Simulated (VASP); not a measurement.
# MgO (P4mm) in VASP: notebook

Runs on MgO. Level: PBE. Tasks: single point.

Program: VASP 6.6.1. These are calculated values, not measurements. Logs are shortened: lines on timing, memory, paths and dates and some standing lists are left out, and cuts for length are marked.

### Step 1. The cell of the first run

The structure is tetragonal, space group P4mm (No. 99). Conventional cell: a = 4.254 Å, b = 4.254 Å, c = 4.254 Å, α = 90.00°, β = 90.00°, γ = 90.00°. Mg (site symmetry 4mm) has 6 O at 1.93 to 2.33 Å within 2.6 Å. Mg (site symmetry 2mm) has 6 O at 2.13 to 2.14 Å within 2.8 Å. Mg (site symmetry 4mm) has 6 O at 2.13 Å within 2.8 Å. Within 2.6 Å of O (site symmetry 4mm) lie 6 Mg at 1.93 to 2.33 Å. Within 3.2 Å of O (site symmetry 2mm) lie 6 Mg at 2.13 Å and 12 O at 2.87 to 3.15 Å. Within 2.8 Å of O (site symmetry 4mm) lie 6 Mg at 2.13 Å.

### Step 2. Single point, PBE (atom 5 (O) moved -0.200 Å towards its neighbour atom 1 (Mg) at 2.127 Å)

INCAR

```
  PREC = Accurate
  ENCUT = 520
  EDIFF = 1E-6
  ISMEAR = 0
  SIGMA = 0.05
  LREAL = False
  LASPH = True
  NELM = 60
  ALGO = Normal
  ISIF = 2
  LWAVE = False
  LCHARG = True
  GGA = PE
  LELF = True
  LVHAR = True
  NBANDS = 26
```

KPOINTS

```
Automatic mesh
0
Gamma
  6 6 6
```

POSCAR

```
MgO
1.0
    4.2538458108      0.0000000000      0.0000000000
    0.0000000000     -4.2538458108      0.0000000000
    0.0000000000      0.0000000000     -4.2538458108
Mg O
4 4
Direct
    0.0000000000      0.0000000000      0.0000000000
    0.5000000000      0.5000000000      0.0000000000
    0.5000000000      0.0000000000      0.5000000000
    0.0000000000      0.5000000000      0.5000000000
    0.5470162787      0.0000000000      0.0000000000
    0.0000000000      0.5000000000      0.0000000000
    0.0000000000      0.0000000000      0.5000000000
    0.5000000000      0.5000000000      0.5000000000
```

Potentials or basis: VASP PAW PBE potentials, release 64 (Mg, O).

Launch:

```sh
$ cat potpaw_PBE.64/Mg/POTCAR potpaw_PBE.64/O/POTCAR > POTCAR
$ mpirun -np 1 vasp_std > vasp.out
```

OUTCAR:

```text
PREC = Accurate
   ENCUT = 520
   EDIFF = 1E-6
   ISMEAR = 0
   LREAL = False
   LASPH = True
   NELM = 60
   ISIF = 2
   GGA = PE

 ion  position               nearest neighbor table
   1  0.000  0.000  0.000-   5 1.93   6 2.13   7 2.13   7 2.13   6 2.13   5 2.33   4 3.01   3 3.01
                             4 3.01   2 3.01   2 3.01   4 3.01   3 3.01   4 3.01   2 3.01   3 3.01
   2  0.500  0.500  0.000-   6 2.13   8 2.13   8 2.13   6 2.13   5 2.14   5 2.14   3 3.01   4 3.01
                             1 3.01   1 3.01   3 3.01   3 3.01   3 3.01   1 3.01   4 3.01   4 3.01
   3  0.500  0.000  0.500-   7 2.13   8 2.13   8 2.13   7 2.13   5 2.14   5 2.14   1 3.01   2 3.01
                             1 3.01   2 3.01   4 3.01   2 3.01   2 3.01   1 3.01   4 3.01   4 3.01
   4  0.000  0.500  0.500-   6 2.13   7 2.13   8 2.13   6 2.13   7 2.13   8 2.13   1 3.01   2 3.01
                             1 3.01   1 3.01   3 3.01   2 3.01   1 3.01   2 3.01   3 3.01   3 3.01
   5  0.547  0.000  0.000-   1 1.93   2 2.14   3 2.14   3 2.14   2 2.14   1 2.33
   6  0.000  0.500  0.000-   1 2.13   2 2.13   4 2.13   4 2.13   1 2.13   2 2.13
   7  0.000  0.000  0.500-   1 2.13   3 2.13   4 2.13   1 2.13   4 2.13   3 2.13
   8  0.500  0.500  0.500-   2 2.13   3 2.13   4 2.13   2 2.13   3 2.13   4 2.13

  LATTYP: Found a simple cubic cell.
 ALAT       =     4.2538458108

  Lattice vectors:

 A1 = (   4.2538458108,   0.0000000000,   0.0000000000)
 A2 = (   0.0000000000,  -4.2538458108,   0.0000000000)
 A3 = (   0.0000000000,   0.0000000000,  -4.2538458108)

Analysis of symmetry for initial positions (statically):
=====================================================================
 Subroutine PRICEL returns:
 Original cell was already a primitive cell.

 Routine SETGRP: Setting up the symmetry group for a
 simple cubic supercell.

 Subroutine GETGRP returns: Found  8 space group operations
 (whereof  8 operations were pure point group operations)
 out of a pool of 48 trial point group operations.

The static configuration has the point symmetry C_4v.

Analysis of symmetry for dynamics (positions and initial velocities):
=====================================================================
 Subroutine PRICEL returns:
 Original cell was already a primitive cell.

 Routine SETGRP: Setting up the symmetry group for a
 simple cubic supercell.

 Subroutine GETGRP returns: Found  8 space group operations
 (whereof  8 operations were pure point group operations)
 out of a pool of 48 trial point group operations.

The dynamic configuration has the point symmetry C_4v.

 Subroutine INISYM returns: Found  8 space group operations
 (whereof  8 operations are pure point group operations),
 and found     1 'primitive' translations

----------------------------------------------------------------------------------------

                                     Primitive cell

  volume of cell :      76.9742

  direct lattice vectors                    reciprocal lattice vectors
     4.253845811  0.000000000  0.000000000     0.235081393  0.000000000  0.000000000
     0.000000000 -4.253845811  0.000000000     0.000000000 -0.235081393  0.000000000
     0.000000000  0.000000000 -4.253845811     0.000000000  0.000000000 -0.235081393

  length of vectors
     4.253845811  4.253845811  4.253845811     0.235081393  0.235081393  0.235081393

  position of ions in fractional coordinates (direct lattice)
     0.000000000  0.000000000  0.000000000
     0.500000000  0.500000000  0.000000000
     0.500000000  0.000000000  0.500000000
     0.000000000  0.500000000  0.500000000
     0.547016279  0.000000000  0.000000000
     0.000000000  0.500000000  0.000000000
     0.000000000  0.000000000  0.500000000
     0.500000000  0.500000000  0.500000000

  ion indices of the primitive-cell ions
   primitive index   ion index
                 1           1
                 2           2
                 3           3
                 4           4
                 5           5
                 6           6
                 7           7
                 8           8

----------------------------------------------------------------------------------------

 KPOINTS: Automatic mesh

Automatic generation of k-mesh.
 Grid dimensions read from file:
 generate k-points for:    6    6    6

 Generating k-lattice:

  Cartesian coordinates                     Fractional coordinates (reciprocal lattice)
     0.039180232  0.000000000  0.000000000     0.166666667  0.000000000  0.000000000
     0.000000000 -0.039180232  0.000000000     0.000000000  0.166666667  0.000000000
     0.000000000  0.000000000 -0.039180232     0.000000000  0.000000000  0.166666667

  Length of vectors
     0.039180232  0.039180232  0.039180232

  Shift w.r.t. Gamma in fractional coordinates (k-lattice)
     0.000000000  0.000000000  0.000000000

 Subroutine IBZKPT returns following result:
 ===========================================

 Found     40 irreducible k-points:

 Following reciprocal coordinates:
            Coordinates               Weight
  0.000000  0.000000  0.000000      1.000000
  0.166667  0.000000  0.000000      2.000000
  0.000000  0.166667  0.000000      4.000000
  0.333333  0.000000  0.000000      2.000000
  0.000000  0.333333  0.000000      4.000000
  0.500000  0.000000  0.000000      1.000000
[... 16 lines left out ...]
  0.166667  0.166667  0.166667      8.000000
  0.333333  0.166667  0.166667      8.000000
 [... further k-points ...]
   k-points           NKPTS =     40   k-points in BZ     NKDIM =     40   number of bands    NBANDS=     26
   number of dos      NEDOS =    301   number of ions     NIONS =      8
   total plane-waves  NPLWV =  32768
   dimension x,y,z NGX =    32 NGY =   32 NGZ =   32
   dimension x,y,z NGXF=    64 NGYF=   64 NGZF=   64
   ions per type =               4   4
   NGX,Y,Z   is equivalent  to a cutoff of  12.51, 12.51, 12.51 a.u.
   NGXF,Y,Z  is equivalent  to a cutoff of  25.01, 25.01, 25.01 a.u.
 SYSTEM =  unknown system
   PREC   = accura    normal or accurate (medium, high low for compatibility)
   ISTART =      0    job   : 0-new  1-cont  2-samecut
   ICHARG =      2    charge: 1-file 2-atom 10-const
   ISPIN  =      1    spin polarized calculation?
   LNONCOLLINEAR =      F non collinear calculations
   LSORBIT =      F    spin-orbit coupling
   LASPH  =      T    aspherical Exc in radial PAW
   ENCUT  =  520.0 eV  38.22 Ry    6.18 a.u.   7.91  7.91  7.91*2*pi/ulx,y,z
   NELM   =     60;   NELMIN=  2; NELMDL= -5     # of ELM steps
   EDIFF  = 0.1E-05   stopping-criterion for ELM
   LREAL  =      F    real-space projection
   EDIFFG = 0.1E-04   stopping-criterion for IOM
   NSW    =      0    number of steps for IOM
   IBRION =     -1    ionic relax: 0-MD 1-quasi-New 2-CG
   NFREE  =      0    steps in history (QN), initial steepest desc. (CG)
   ISIF   =      2    stress and relaxation
   ISYM   =      2    0-nonsym 1-usesym 2-fastsym
   POTIM  = 0.5000    time-step for ionic-motion
   TEBEG  =    0.0;   TEEND  =   0.0 temperature during run
   PSTRESS=    0.0 pullay stress
   NELECT =      32.0000    total number of electrons
   NUPDOWN=      -1.0000    fix difference up-down
   EMIN   =  10.00;   EMAX   =-10.00  energy-range for DOS
   EFERMI =   0.00;   METHOD = LEGACY
   ISMEAR =     0;   SIGMA  =   0.05  broadening in eV -4-tet -1-fermi 0-gaus
   EFERMI_NEDOS =   21; number of points for ismear=-14 and -15
   IALGO  =     38    algorithm
   IMIX   =      4    mixing-type and parameters
     AMIX     =   0.40;   BMIX     =  1.00
     AMIX_MAG =   1.60;   BMIX_MAG =  1.00
  volume/ion in A,a.u.               =       9.62        64.93
  Fermi-wavevector in a.u.,A,eV,Ry     =   1.221827  2.308918 20.311613  1.492861
  Thomas-Fermi vector in A             =   2.356996
   LORBIT       =      0    0 simple, 1 ext, 2 COOP (PROOUT), +10 PAW based schemes
   GGA     = PE    functional components
   LHFCALC =     F    Hartree Fock is set to
   AEXX    =    0.0000 exact exchange contribution
   IVDW    =     0    specifies the selected vdW correction
   LEPSILON=     F    determine dielectric tensor
   LRPA    =     F    only Hartree local field effects (RPA)
 non-spin polarized calculation
 Gauss-broadening in eV      SIGMA  =   0.05
  energy-cutoff  :      520.00
  volume of cell :       76.97
 maximum number of plane-waves:      2103
 NGX is ok and might be reduce to    32
   NGX = 15   NGY = 15   NGZ = 15

 number of electron      31.9999976 magnetization

 Free energy of the ion-electron system (eV)
  ---------------------------------------------------
  ext. energy  EPLUGINS =         0.00000000
  ---------------------------------------------------
  free energy    TOTEN  =       -47.43059909 eV

  energy without entropy =      -47.43059909  energy(sigma->0) =      -47.43059909

 E-fermi :   3.2738     XC(G=0): -10.9366

 val. band max:        2.9787752803   @ k =   0.0000   0.0000   0.0000
 cond. band min:       7.3591179718   @ k =   0.0000   0.0000   0.0000
 fundamental gap:      4.3803426915
 Fermi energy:         3.2737740562

 k-point     1 :       0.0000    0.0000    0.0000
  band No.  band energies     occupation
      1     -14.1518      2.00000
      2     -12.7072      2.00000
      3     -12.6774      2.00000
      4     -12.6596      2.00000
      5      -0.9988      2.00000
      6      -0.9988      2.00000
[... 18 lines left out ...]
     25      15.7683      0.00000
     26      15.9016      0.00000

 k-point     2 :       0.1667    0.0000    0.0000
  band No.  band energies     occupation
      1     -14.0600      2.00000
      2     -12.7914      2.00000
      3     -12.6651      2.00000
      4     -12.6631      2.00000
      5      -0.8687      2.00000
      6      -0.8687      2.00000
[... 18 lines left out ...]
     25      15.6594      0.00000
     26      15.9792      0.00000

 k-point     3 :       0.0000    0.1667    0.0000
  band No.  band energies     occupation
      1     -14.0586      2.00000
      2     -12.7925      2.00000
      3     -12.6794      2.00000
      4     -12.6503      2.00000
      5      -0.8959      2.00000
      6      -0.8675      2.00000
[... 18 lines left out ...]
     25      15.6162      0.00000
     26      16.0066      0.00000

 k-point     4 :       0.3333    0.0000    0.0000
  band No.  band energies     occupation
      1     -13.8085      2.00000
      2     -13.0573      2.00000
      3     -12.6419      2.00000
      4     -12.6410      2.00000
      5      -0.4941      2.00000
      6      -0.4941      2.00000
[... 18 lines left out ...]
     25      15.3233      0.00000
     26      15.5781      0.00000

 k-point     5 :       0.0000    0.3333    0.0000
  band No.  band energies     occupation
      1     -13.8004      2.00000
      2     -13.0684      2.00000
      3     -12.6550      2.00000
      4     -12.6287      2.00000
      5      -0.5301      2.00000
      6      -0.4865      2.00000
[... 18 lines left out ...]
     25      15.3875      0.00000
     26      15.9498      0.00000

 k-point     6 :       0.5000    0.0000    0.0000
  band No.  band energies     occupation
      1     -13.5339      2.00000
      2     -13.3408      2.00000
      3     -12.6302      2.00000
      4     -12.6290      2.00000
      5      -0.0340      2.00000
      6      -0.0340      2.00000
[... 427 lines left out ...]
 k-point    21 :       0.5000    0.5000    0.0000
  band No.  band energies     occupation
      1     -13.1071      2.00000
      2     -13.0182      2.00000
      3     -12.9914      2.00000
      4     -12.8780      2.00000
      5      -0.5948      2.00000
      6      -0.5031      2.00000
[... 18 lines left out ...]
     25      16.2921      0.00000
     26      16.3329      0.00000

 k-point    22 :       0.0000    0.5000    0.5000
  band No.  band energies     occupation
      1     -13.0180      2.00000
      2     -12.9999      2.00000
      3     -12.9917      2.00000
      4     -12.9917      2.00000
      5      -0.4307      2.00000
      6      -0.4292      2.00000
[... 18 lines left out ...]
     25      16.6155      0.00000
     26      16.6183      0.00000

 k-point    23 :       0.1667    0.1667    0.1667
  band No.  band energies     occupation
      1     -13.8844      2.00000
      2     -12.7961      2.00000
      3     -12.7463      2.00000
      4     -12.7085      2.00000
      5      -0.7617      2.00000
      6      -0.7041      2.00000
[... 18 lines left out ...]
     25      15.6758      0.00000
     26      15.9305      0.00000

 k-point    24 :       0.3333    0.1667    0.1667
  band No.  band energies     occupation
      1     -13.6547      2.00000
      2     -12.9910      2.00000
      3     -12.7198      2.00000
      4     -12.7174      2.00000
      5      -0.6327      2.00000
      6      -0.5824      2.00000
[... 18 lines left out ...]
     25      15.4980      0.00000
     26      15.6422      0.00000

 [... further k-points ...]
[... 5 lines left out ...]
  --------------------------------------------------------------------------------------
  -------------------------------------------------------------------------------------
  Total        1.1179614     -0.2963273     -0.2963273      0.0000000      0.0000000      0.0000000
  in kB       23.2697728     -6.1678961     -6.1678961      0.0000000      0.0000000      0.0000000
  external PRESSURE =       3.6446602 kB  Pullay stress =       0.0000000 kB

 VOLUME and BASIS-vectors are now :
 -----------------------------------------------------------------------------
  energy-cutoff  :      520.00
  volume of cell :       76.97
      direct lattice vectors                 reciprocal lattice vectors
     4.253845811  0.000000000  0.000000000     0.235081393  0.000000000  0.000000000
     0.000000000 -4.253845811  0.000000000     0.000000000 -0.235081393  0.000000000
     0.000000000  0.000000000 -4.253845811     0.000000000  0.000000000 -0.235081393

 POSITION                                       TOTAL-FORCE (eV/Angst)
 -----------------------------------------------------------------------------------
      0.00000      0.00000      0.00000         0.713759     -0.000000      0.000000
      2.12692     -2.12692      0.00000         0.289085     -0.000000      0.000000
      2.12692      0.00000     -2.12692         0.289085     -0.000000      0.000000
      0.00000     -2.12692     -2.12692        -0.052693     -0.000000      0.000000
      2.32692      0.00000      0.00000        -2.306945     -0.000000     -0.000000
      0.00000     -2.12692      0.00000         0.580610     -0.000000      0.000000
      0.00000      0.00000     -2.12692         0.580610     -0.000000      0.000000
      2.12692     -2.12692     -2.12692        -0.093511      0.000000      0.000000
 -----------------------------------------------------------------------------------
    total drift:                               -0.000656     -0.000000     -0.000000

  FREE ENERGIE OF THE ION-ELECTRON SYSTEM (eV)
  ---------------------------------------------------
  free  energy   TOTEN  =       -47.4305990936 eV

  energy  without entropy=      -47.4305990936  energy(sigma->0) =      -47.43059909
```

It took 66 s on 1 thread of Intel Xeon 8259CL, shared host; peak memory 0.21 GiB.

Results:

```yaml
Free_energy: -47.4306 eV
Pressure: 0.4 GPa
Largest_force: 2.307 eV/Å
Band_gap_on_the_k_mesh: 4.38 eV
```

Forces in eV/Å, atoms in the order of the input:
```
Mg   0.714  0.000  0.000
Mg   0.289  0.000  0.000
Mg   0.289  0.000  0.000
Mg  -0.053  0.000  0.000
O   -2.307  0.000  0.000
O    0.581  0.000  0.000
O    0.581  0.000  0.000
O   -0.094  0.000  0.000
```

Levels at points of the mesh, in eV from the valence-band top:
| k point | band 14 | band 15 | band 16 | band 17 | band 18 | band 19 |
| --- | --- | --- | --- | --- | --- | --- |
| (0.00, 0.00, 0.00) | -0.04 | 0.00 | 0.00 | 4.38 | 9.05 | 9.05 |
| (0.50, 0.00, 0.00) | -0.81 | -0.61 | -0.61 | 7.45 | 7.94 | 10.89 |
| (0.00, 0.50, 0.00) | -0.71 | -0.71 | -0.67 | 7.57 | 7.69 | 10.46 |
| (0.50, 0.50, 0.00) | -0.63 | -0.58 | -0.53 | 8.50 | 8.74 | 9.62 |
| (0.00, 0.50, 0.50) | -0.62 | -0.60 | -0.60 | 8.80 | 9.12 | 9.12 |
| (0.50, 0.50, 0.50) | -0.62 | -0.59 | -0.59 | 7.48 | 7.69 | 7.70 |

Caveat: the cell differs from its parent crystal (atom 5 (O) moved -0.200 Å towards its neighbour atom 1 (Mg) at 2.127 Å); forces of over 1 eV/Å act on the atoms, so gaps and moduli don't describe the material at rest.

(Continued in part 2 of 2.)
